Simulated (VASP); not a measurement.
# BeTe (F-43m) in VASP: single point with PBE

Aim: the single point of BeTe with PBE.

Everything below comes from runs of VASP 6.6.1. Logs are shortened: lines on timing, memory, paths and dates and some standing lists are left out, and cuts for length are marked.

### 1 The cell of the first run

The structure is cubic, space group F-43m (No. 216). Conventional cell: a = 5.540 Å, b = 5.540 Å, c = 5.540 Å, α = 90.00°, β = 90.00°, γ = 90.00°. Te (site symmetry -43m) has 4 Be at 2.40 Å within 3.2 Å. Within 3.2 Å of Be (site symmetry -43m) lie 4 Te at 2.40 Å.

### 2 Single point, PBE

The input, INCAR:

```
SYSTEM = BeTe
  PREC = Accurate
  ENCUT = 600
  EDIFF = 1E-6
  ISMEAR = 0
  SIGMA = 0.026000000000000002
  LREAL = .FALSE.
  LASPH = .TRUE.
  NELM = 120
  ALGO = Normal
  ISIF = 2
  LWAVE = .FALSE.
  LCHARG = .FALSE.
  GGA = PE
  NBANDS = 11
  GGA_COMPAT = .FALSE.
```

The input, KPOINTS:

```
Automatic mesh
0
G
  8 8 8
  0 0 0
```

The input, POSCAR:

```
BeTe
1.0
    0.0000000000      2.7700000000      2.7700000000
    2.7700000000      0.0000000000      2.7700000000
    2.7700000000      2.7700000000      0.0000000000
Te Be
1 1
Direct
    0.7500000000      0.7500000000      0.7500000000
    0.0000000000      0.0000000000      0.0000000000
```

Potentials or basis: VASP PAW PBE potentials, release 64 (Te, Be).

Started as:

```sh
$ cat potpaw_PBE.64/Te/POTCAR potpaw_PBE.64/Be/POTCAR > POTCAR
$ mpirun -np 1 vasp_std > vasp.out
```

OUTCAR:

```text
SYSTEM = BeTe
   PREC = Accurate
   ENCUT = 600
   EDIFF = 1E-6
   ISMEAR = 0
   LREAL = .FALSE.
   LASPH = .TRUE.
   NELM = 120
   ISIF = 2
   GGA = PE

 ion  position               nearest neighbor table
   1  0.750  0.750  0.750-   2 2.40   2 2.40   2 2.40   2 2.40
   2  0.000  0.000  0.000-   1 2.40   1 2.40   1 2.40   1 2.40

  LATTYP: Found a face centered cubic cell.
 ALAT       =     5.5400000000

  Lattice vectors:

 A1 = (   0.0000000000,   2.7700000000,   2.7700000000)
 A2 = (   2.7700000000,   0.0000000000,   2.7700000000)
 A3 = (   2.7700000000,   2.7700000000,   0.0000000000)

Analysis of symmetry for initial positions (statically):
=====================================================================
 Subroutine PRICEL returns:
 Original cell was already a primitive cell.

 Routine SETGRP: Setting up the symmetry group for a
 face centered cubic supercell.

 Subroutine GETGRP returns: Found 24 space group operations
 (whereof 24 operations were pure point group operations)
 out of a pool of 48 trial point group operations.

The static configuration has the point symmetry T_d .

Analysis of symmetry for dynamics (positions and initial velocities):
=====================================================================
 Subroutine PRICEL returns:
 Original cell was already a primitive cell.

 Routine SETGRP: Setting up the symmetry group for a
 face centered cubic supercell.

 Subroutine GETGRP returns: Found 24 space group operations
 (whereof 24 operations were pure point group operations)
 out of a pool of 48 trial point group operations.

The dynamic configuration has the point symmetry T_d .

 Subroutine INISYM returns: Found 24 space group operations
 (whereof 24 operations are pure point group operations),
 and found     1 'primitive' translations

----------------------------------------------------------------------------------------

                                     Primitive cell

  volume of cell :      42.5079

  direct lattice vectors                    reciprocal lattice vectors
     0.000000000  2.770000000  2.770000000    -0.180505415  0.180505415  0.180505415
     2.770000000  0.000000000  2.770000000     0.180505415 -0.180505415  0.180505415
     2.770000000  2.770000000  0.000000000     0.180505415  0.180505415 -0.180505415

  length of vectors
     3.917371568  3.917371568  3.917371568     0.312644550  0.312644550  0.312644550

  position of ions in fractional coordinates (direct lattice)
     0.750000000  0.750000000  0.750000000
     0.000000000  0.000000000  0.000000000

[... 85 lines left out ...]
   TEBEG  =    0.0;   TEEND  =   0.0 temperature during run
   PSTRESS=    0.0 pullay stress
   NELECT =       8.0000    total number of electrons
   NUPDOWN=      -1.0000    fix difference up-down
   EMIN   =  10.00;   EMAX   =-10.00  energy-range for DOS
   EFERMI =   0.00;   METHOD = LEGACY
   ISMEAR =     0;   SIGMA  =   0.03  broadening in eV -4-tet -1-fermi 0-gaus
   EFERMI_NEDOS =   21; number of points for ismear=-14 and -15
   IALGO  =     38    algorithm
   IMIX   =      4    mixing-type and parameters
     AMIX     =   0.40;   BMIX     =  1.00
     AMIX_MAG =   1.60;   BMIX_MAG =  1.00
  volume/ion in A,a.u.               =      21.25       143.43
  Fermi-wavevector in a.u.,A,eV,Ry     =   0.938170  1.772885 11.975354  0.880164
  Thomas-Fermi vector in A             =   2.065355
   LORBIT       =      0    0 simple, 1 ext, 2 COOP (PROOUT), +10 PAW based schemes
   GGA     = PE    functional components
   LHFCALC =     F    Hartree Fock is set to
   AEXX    =    0.0000 exact exchange contribution
   IVDW    =     0    specifies the selected vdW correction
   LEPSILON=     F    determine dielectric tensor
   LRPA    =     F    only Hartree local field effects (RPA)
 non-spin polarized calculation
 Gauss-broadening in eV      SIGMA  =   0.03
  energy-cutoff  :      600.00
  volume of cell :       42.51
 maximum number of plane-waves:      1433
   NGX = 15   NGY = 15   NGZ = 15

 number of electron       8.0000000 magnetization

 Free energy of the ion-electron system (eV)
  ---------------------------------------------------
  ext. energy  EPLUGINS =         0.00000000
  ---------------------------------------------------
  free energy    TOTEN  =        -7.58482003 eV

  energy without entropy =       -7.58482003  energy(sigma->0) =       -7.58482003

 E-fermi :   5.8562     XC(G=0):  -9.2568

 val. band max:        5.6645001614   @ k =   0.0000   0.0000   0.0000
 cond. band min:       7.5117959685   @ k =   0.5000   0.5000   0.0000
 fundamental gap:      1.8472958071
 Fermi energy:         5.8561652601

 k-point     1 :       0.0000    0.0000    0.0000
  band No.  band energies     occupation
      1      -6.9704      2.00000
      2       5.6645      2.00000
      3       5.6645      2.00000
      4       5.6645      2.00000
      5       9.2286      0.00000
      6       9.2286      0.00000
      7       9.2286      0.00000
      8       9.8556      0.00000
      9      14.0509      0.00000
     10      16.0118      0.00000
     11      16.0118      0.00000
[... 309 lines left out ...]
 k-point    24 :      -0.3750    0.2500    0.1250
  band No.  band energies     occupation
      1      -5.2331      2.00000
      2       0.2476      2.00000
      3       2.5866      2.00000
      4       3.6100      2.00000
      5       9.8498      0.00000
      6      10.1084      0.00000
      7      12.4871      0.00000
      8      13.5783      0.00000
      9      14.2612      0.00000
     10      17.3731      0.00000
     11      17.7598      0.00000

 [... further k-points ...]

------------------------ aborting loop because EDIFF is reached ----------------------------------------

  FORCE on cell =-STRESS in cart. coord.  units (eV):
  Direction    XX          YY          ZZ          XY          YZ          ZX
  --------------------------------------------------------------------------------------
  -------------------------------------------------------------------------------------
  Total        1.1815649      1.1815649      1.1815649      0.0000000      0.0000000      0.0000000
  in kB       44.5347326     44.5347326     44.5347326      0.0000000      0.0000000      0.0000000
  external PRESSURE =      44.5347326 kB  Pullay stress =       0.0000000 kB

 VOLUME and BASIS-vectors are now :
 -----------------------------------------------------------------------------
  energy-cutoff  :      600.00
  volume of cell :       42.51
      direct lattice vectors                 reciprocal lattice vectors
     0.000000000  2.770000000  2.770000000    -0.180505415  0.180505415  0.180505415
     2.770000000  0.000000000  2.770000000     0.180505415 -0.180505415  0.180505415
     2.770000000  2.770000000  0.000000000     0.180505415  0.180505415 -0.180505415

 POSITION                                       TOTAL-FORCE (eV/Angst)
 -----------------------------------------------------------------------------------
      4.15500      4.15500      4.15500        -0.000000     -0.000000     -0.000000
      0.00000      0.00000      0.00000         0.000000      0.000000      0.000000
 -----------------------------------------------------------------------------------
    total drift:                               -0.000000     -0.000000     -0.000000

  FREE ENERGIE OF THE ION-ELECTRON SYSTEM (eV)
  ---------------------------------------------------
  free  energy   TOTEN  =        -7.5848200297 eV

  energy  without entropy=       -7.5848200297  energy(sigma->0) =       -7.58482003
```

Run time: 10 s. Hardware: 1 thread of AMD EPYC 9R45 (Zen 5), shared host; peak memory 0.15 GiB.

Results:

| Property | Result |
| --- | --- |
| Free energy | -7.5848 eV |
| Pressure | 4.5 GPa |
| Band gap on the k mesh | 1.85 eV, indirect (least direct gap 3.56 eV) |

Caveat: spin-orbit coupling is left out, which moves the levels of the heavy elements. A k mesh can miss the band edges.
